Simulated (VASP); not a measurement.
# Al (I4/mmm) in VASP: further runs

The runs below take Al through single point, with PBEsol.

All numbers are computed with VASP 6.6.1; they aren't measurements. Logs are shortened: lines on timing, memory, paths and dates and some standing lists are left out, and cuts for length are marked.

### Step 1. The cell of the first run

The structure is tetragonal, space group I4/mmm (No. 139). Conventional cell: a = 2.819 Å, b = 2.819 Å, c = 4.109 Å, α = 90.00°, β = 90.00°, γ = 90.00°. Within 3.7 Å of Al (site symmetry 4/mmm) lie 12 Al at 2.82 to 2.86 Å.

### Step 2. Single point, PBEsol (strain -0.015 along x and y, +0.015 along z)

Input file INCAR:

```
ALGO = Normal
EDIFF = 1E-7
ENCUT = 520
GGA = PS
ISIF = 2
ISMEAR = 0
LASPH = T
LCHARG = F
LREAL = F
LWAVE = F
NBANDS = 8
NELM = 100
PREC = Accurate
SIGMA = 0.15
```

Input file KPOINTS:

```
k-points
0
Gamma
  20 20 20
```

Input file POSCAR:

```
Al
1.0
    0.0000000000      1.9936203000      2.0543397000
    1.9936203000      0.0000000000      2.0543397000
    1.9936203000      1.9936203000      0.0000000000
Al
1
Direct
    0.0000000000      0.0000000000      0.0000000000
```

Potentials or basis: VASP PAW PBE potentials, release 64 (Al).

Started as:

```
$ cat potpaw_PBE.64/Al/POTCAR > POTCAR
$ mpirun -np 1 vasp_std > vasp.out
```

OUTCAR:

```text
EDIFF = 1E-7
   ENCUT = 520
   GGA = PS
   ISIF = 2
   ISMEAR = 0
   LASPH = T
   LREAL = F
   NELM = 100
   PREC = Accurate

 ion  position               nearest neighbor table
   1  0.000  0.000  0.000-

  LATTYP: Found a body centered tetragonal cell.
 ALAT       =     2.8194048665
 C/A-ratio  =     1.4572860567

  Lattice vectors:

 A1 = (  -1.9936203000,   0.0000000000,   2.0543397000)
 A2 = (   1.9936203000,   0.0000000000,   2.0543397000)
 A3 = (   0.0000000000,   1.9936203000,  -2.0543397000)

Analysis of symmetry for initial positions (statically):
=====================================================================
 Subroutine PRICEL returns:
 Original cell was already a primitive cell.

 Routine SETGRP: Setting up the symmetry group for a
 body centered tetragonal supercell.

 Subroutine GETGRP returns: Found 16 space group operations
 (whereof 16 operations were pure point group operations)
 out of a pool of 16 trial point group operations.

The static configuration has the point symmetry D_4h.

Analysis of symmetry for dynamics (positions and initial velocities):
=====================================================================
 Subroutine PRICEL returns:
 Original cell was already a primitive cell.

 Routine SETGRP: Setting up the symmetry group for a
 body centered tetragonal supercell.

 Subroutine GETGRP returns: Found 16 space group operations
 (whereof 16 operations were pure point group operations)
 out of a pool of 16 trial point group operations.

The dynamic configuration has the point symmetry D_4h.

 Subroutine INISYM returns: Found 16 space group operations
 (whereof 16 operations are pure point group operations),
 and found     1 'primitive' translations

----------------------------------------------------------------------------------------

                                     Primitive cell

  volume of cell :      16.3300

  direct lattice vectors                    reciprocal lattice vectors
     0.000000000  1.993620300  2.054339700    -0.250800014  0.250800014  0.243387206
     1.993620300  0.000000000  2.054339700     0.250800014 -0.250800014  0.243387206
     1.993620300  1.993620300  0.000000000     0.250800014  0.250800014 -0.243387206

  length of vectors
     2.862661961  2.862661961  2.819404866     0.430161163  0.430161163  0.430161163

  position of ions in fractional coordinates (direct lattice)
     0.000000000  0.000000000  0.000000000

  ion indices of the primitive-cell ions
   primitive index   ion index
                 1           1

----------------------------------------------------------------------------------------

 KPOINTS: k-points

Automatic generation of k-mesh.
 Grid dimensions read from file:
 generate k-points for:   20   20   20

 Generating k-lattice:

  Cartesian coordinates                     Fractional coordinates (reciprocal lattice)
    -0.012540001  0.012540001  0.012169360     0.050000000 -0.000000000  0.000000000
     0.012540001 -0.012540001  0.012169360    -0.000000000  0.050000000  0.000000000
     0.012540001  0.012540001 -0.012169360     0.000000000  0.000000000  0.050000000

  Length of vectors
     0.021508058  0.021508058  0.021508058

  Shift w.r.t. Gamma in fractional coordinates (k-lattice)
     0.000000000  0.000000000  0.000000000

 Subroutine IBZKPT returns following result:
 ===========================================

 Found    641 irreducible k-points:

 Following reciprocal coordinates:
            Coordinates               Weight
  0.000000  0.000000  0.000000      1.000000
  0.050000  0.000000  0.000000      8.000000
  0.100000  0.000000  0.000000      8.000000
  0.150000  0.000000  0.000000      8.000000
  0.200000  0.000000  0.000000      8.000000
  0.250000  0.000000  0.000000      8.000000
[... 16 lines left out ...]
 -0.400000  0.050000  0.000000      8.000000
 -0.350000  0.050000  0.000000      8.000000
 [... further k-points ...]
   k-points           NKPTS =    641   k-points in BZ     NKDIM =    641   number of bands    NBANDS=      8
   number of dos      NEDOS =    301   number of ions     NIONS =      1
   total plane-waves  NPLWV =  13824
   dimension x,y,z NGX =    24 NGY =   24 NGZ =   24
   dimension x,y,z NGXF=    48 NGYF=   48 NGZF=   48
   ions per type =               1
   NGX,Y,Z   is equivalent  to a cutoff of  13.94, 13.94, 14.15 a.u.
   NGXF,Y,Z  is equivalent  to a cutoff of  27.88, 27.88, 28.30 a.u.
 SYSTEM =  unknown system
   PREC   = accura    normal or accurate (medium, high low for compatibility)
   ISTART =      0    job   : 0-new  1-cont  2-samecut
   ICHARG =      2    charge: 1-file 2-atom 10-const
   ISPIN  =      1    spin polarized calculation?
   LNONCOLLINEAR =      F non collinear calculations
   LSORBIT =      F    spin-orbit coupling
   LASPH  =      T    aspherical Exc in radial PAW
   ENCUT  =  520.0 eV  38.22 Ry    6.18 a.u.   5.32  5.32  5.24*2*pi/ulx,y,z
   NELM   =    100;   NELMIN=  2; NELMDL= -5     # of ELM steps
   EDIFF  = 0.1E-06   stopping-criterion for ELM
   LREAL  =      F    real-space projection
   EDIFFG = 0.1E-05   stopping-criterion for IOM
   NSW    =      0    number of steps for IOM
   IBRION =     -1    ionic relax: 0-MD 1-quasi-New 2-CG
   NFREE  =      0    steps in history (QN), initial steepest desc. (CG)
   ISIF   =      2    stress and relaxation
   ISYM   =      2    0-nonsym 1-usesym 2-fastsym
   POTIM  = 0.5000    time-step for ionic-motion
   TEBEG  =    0.0;   TEEND  =   0.0 temperature during run
   PSTRESS=    0.0 pullay stress
   NELECT =       3.0000    total number of electrons
   NUPDOWN=      -1.0000    fix difference up-down
   EMIN   =  10.00;   EMAX   =-10.00  energy-range for DOS
   EFERMI =   0.00;   METHOD = LEGACY
   ISMEAR =     0;   SIGMA  =   0.15  broadening in eV -4-tet -1-fermi 0-gaus
   EFERMI_NEDOS =   21; number of points for ismear=-14 and -15
   IALGO  =     38    algorithm
   IMIX   =      4    mixing-type and parameters
     AMIX     =   0.40;   BMIX     =  1.00
     AMIX_MAG =   1.60;   BMIX_MAG =  1.00
  volume/ion in A,a.u.               =      16.33       110.20
  Fermi-wavevector in a.u.,A,eV,Ry     =   0.930650  1.758673 11.784124  0.866109
  Thomas-Fermi vector in A             =   2.057060
   LORBIT       =      0    0 simple, 1 ext, 2 COOP (PROOUT), +10 PAW based schemes
   GGA     = PS    functional components
   LHFCALC =     F    Hartree Fock is set to
   AEXX    =    0.0000 exact exchange contribution
   IVDW    =     0    specifies the selected vdW correction
   LEPSILON=     F    determine dielectric tensor
   LRPA    =     F    only Hartree local field effects (RPA)
 non-spin polarized calculation
 Gauss-broadening in eV      SIGMA  =   0.15
  energy-cutoff  :      520.00
  volume of cell :       16.33
 maximum number of plane-waves:       452
 NGX is ok and might be reduce to    24
   NGX = 11   NGY = 11   NGZ = 11

 number of electron       3.0000000 magnetization

 Free energy of the ion-electron system (eV)
  ---------------------------------------------------
  ext. energy  EPLUGINS =         0.00000000
  ---------------------------------------------------
  free energy    TOTEN  =        -4.09247772 eV

  energy without entropy =       -4.08788727  energy(sigma->0) =       -4.09018249

 E-fermi :   8.0911     XC(G=0): -10.2948

 val. band max:        8.0880416432   @ k =  -0.4000  -0.0000   0.4000
 cond. band min:       8.1000301436   @ k =  -0.3000   0.1000   0.0500
 fundamental gap:      0.0119885004
 Fermi energy:         8.0910999456

 k-point     1 :       0.0000    0.0000    0.0000
  band No.  band energies     occupation
      1      -3.1436      2.00000
      2      20.5010      0.00000
      3      20.8315      0.00000
      4      20.8315      0.00000
      5      22.2558      0.00000
      6      22.2558      0.00000
      7      22.3446      0.00000
      8      24.6312      0.00000

 k-point     2 :       0.0500    0.0000    0.0000
  band No.  band energies     occupation
      1      -3.0751      2.00000
      2      19.4084      0.00000
      3      20.3703      0.00000
      4      20.5779      0.00000
      5      22.6190      0.00000
      6      22.6547      0.00000
      7      22.8275      0.00000
      8      25.3557      0.00000

 k-point     3 :       0.1000    0.0000    0.0000
  band No.  band energies     occupation
      1      -2.8700      2.00000
      2      17.4328      0.00000
      3      19.8883      0.00000
      4      20.1399      0.00000
      5      22.9264      0.00000
      6      23.3761      0.00000
      7      23.4136      0.00000
      8      25.6095      0.00000

 k-point     4 :       0.1500    0.0000    0.0000
  band No.  band energies     occupation
      1      -2.5288      2.00000
      2      15.4038      0.00000
      3      19.4391      0.00000
      4      19.7429      0.00000
      5      22.8041      0.00000
      6      23.8774      0.00000
      7      24.2175      0.00000
      8      25.1244      0.00000

 k-point     5 :       0.2000    0.0000    0.0000
  band No.  band energies     occupation
      1      -2.0525      2.00000
      2      13.4215      0.00000
      3      19.0746      0.00000
      4      19.4369      0.00000
      5      22.6414      0.00000
      6      23.2020      0.00000
      7      24.2533      0.00000
      8      25.8192      0.00000
[... 177 lines left out ...]
 k-point    22 :      -0.4500    0.0500    0.0000
  band No.  band energies     occupation
      1       2.7820      2.00000
      2       4.4763      2.00000
      3      17.3267      0.00000
      4      19.2356      0.00000
      5      20.2165      0.00000
      6      20.7403      0.00000
      7      23.8151      0.00000
      8      24.0421      0.00000

 k-point    23 :      -0.4000    0.0500    0.0000
  band No.  band energies     occupation
      1       1.6181      2.00000
      2       5.9135      2.00000
      3      17.1173      0.00000
      4      19.7886      0.00000
      5      20.4501      0.00000
      6      20.7414      0.00000
      7      23.4697      0.00000
      8      24.5900      0.00000

 k-point    24 :      -0.3500    0.0500    0.0000
  band No.  band energies     occupation
      1       0.5743      2.00000
      2       7.4692      2.00000
      3      17.0256      0.00000
      4      20.2702      0.00000
      5      20.4586      0.00000
      6      21.3744      0.00000
      7      23.2397      0.00000
      8      25.2387      0.00000

 [... further k-points ...]
[... 5 lines left out ...]
  --------------------------------------------------------------------------------------
  -------------------------------------------------------------------------------------
  Total       -0.0144496     -0.0144496     -0.1810512      0.0000000     -0.0000000      0.0000000
  in kB       -1.4176800     -1.4176800    -17.7633522      0.0000000     -0.0000000      0.0000000
  external PRESSURE =      -6.8662374 kB  Pullay stress =       0.0000000 kB

 VOLUME and BASIS-vectors are now :
 -----------------------------------------------------------------------------
  energy-cutoff  :      520.00
  volume of cell :       16.33
      direct lattice vectors                 reciprocal lattice vectors
     0.000000000  1.993620300  2.054339700    -0.250800014  0.250800014  0.243387206
     1.993620300  0.000000000  2.054339700     0.250800014 -0.250800014  0.243387206
     1.993620300  1.993620300  0.000000000     0.250800014  0.250800014 -0.243387206

 POSITION                                       TOTAL-FORCE (eV/Angst)
 -----------------------------------------------------------------------------------
      0.00000      0.00000      0.00000         0.000000     -0.000000      0.000000
 -----------------------------------------------------------------------------------
    total drift:                                0.000000     -0.000000     -0.000000

  FREE ENERGIE OF THE ION-ELECTRON SYSTEM (eV)
  ---------------------------------------------------
  free  energy   TOTEN  =        -4.0924777239 eV

  energy  without entropy=       -4.0878872659  energy(sigma->0) =       -4.09018249
```

Wall time 44 s (1 thread of Intel Xeon Platinum 8259CL at 2.50GHz (Skylake/Cascade Lake), shared host); peak memory 0.19 GiB.

What came out:

| Quantity | Value |
| --- | --- |
| Free energy | -4.0925 eV |
| Pressure | -0.7 GPa |

Stress tensor (GPa, compression positive):
```
-0.14  0.00  0.00
 0.00 -0.14  0.00
 0.00  0.00 -1.78
```

Caveat: the cell differs from its parent crystal (strain -0.015 along x and y, +0.015 along z); the PAW data sets were made with another functional, which shifts forces and pressure a little.

(Continued in part 2 of 2.)
